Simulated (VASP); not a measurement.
Write the native input for VASP 6.6.1 that does the following.

```
Task                   : single point
Functional             : r2SCAN
Potentials or basis    : VASP PAW PBE potentials, release 64 (Ru_sv)
Cutoff                 : 660 eV
k mesh                 : 6 × 6 × 2
Occupations            : gaussian, width 0.1 eV
Spin                   : no spin polarisation
Dipole correction      : no
Further INCAR settings : ALGO = Normal; EDIFF = 1e-06; NBANDS = 40
```

Ru:

```
CELL_PARAMETERS angstrom
4.10180 0.00000 0.00000
-2.05090 3.55226 0.00000
0.00000 0.00000 4.79486
ATOMIC_POSITIONS crystal
Ru 0.00000 0.00000 0.25000
Ru 0.00000 0.00000 0.75000
Ru 0.33333 0.66667 0.75000
Ru 0.66667 0.33333 0.25000
```

These files were run (other wordings do the same):

POSCAR

```
Ru
1.0
    4.1017972914      0.0000000000      0.0000000000
   -2.0508986457      3.5522606555      0.0000000000
    0.0000000000      0.0000000000      4.7948581879
Ru
4
Direct
    0.0000000000      0.0000000000      0.2500000000
    0.0000000000      0.0000000000      0.7500000000
    0.3333333333      0.6666666667      0.7500000000
    0.6666666667      0.3333333333      0.2500000000
```

INCAR.step1

```
PREC = Accurate
ENCUT = 660
ISMEAR = 0
SIGMA = 0.1
LREAL = False
LASPH = True
NELM = 120
NBANDS = 40
GGA = PE
ALGO = Normal
EDIFF = 1E-5
LWAVE = True
LCHARG = False
GGA_COMPAT = False
```

INCAR.step2

```
PREC = Accurate
ENCUT = 660
EDIFF = 1E-6
ISMEAR = 0
SIGMA = 0.1
LREAL = False
LASPH = True
NELM = 120
ALGO = Normal
ISIF = 2
LWAVE = False
LCHARG = False
METAGGA = R2SCAN
LMIXTAU = True
NBANDS = 40
ISTART = 1
GGA_COMPAT = False
```

KPOINTS

```
Automatic mesh
0
Gamma
  6 6 2
```

Potentials or basis: VASP PAW PBE potentials, release 64 (Ru_sv).

Launch:

```bash
$ cat potpaw_PBE.64/Ru_sv/POTCAR > POTCAR
$ cp INCAR.step1 INCAR
$ mpirun -np 1 vasp_std > vasp.out
$ cp INCAR.step2 INCAR
$ mpirun -np 1 vasp_std > vasp.out
```

It gave:

The pressure is 0.0 GPa. The band gap on the k mesh is zero (bands 32 and 33 overlap by 1.01 eV).

Caveat: the k points lie up to 0.66 Å⁻¹ apart, too coarse for converged energies and pressures of a metal; the PAW data sets were made with another functional, which shifts forces and pressure a little.

Run time: 2.2 min on 1 thread of AMD EPYC 9R45 96-Core Processor (Zen 5), on a shared host, peak memory 0.2 GiB.
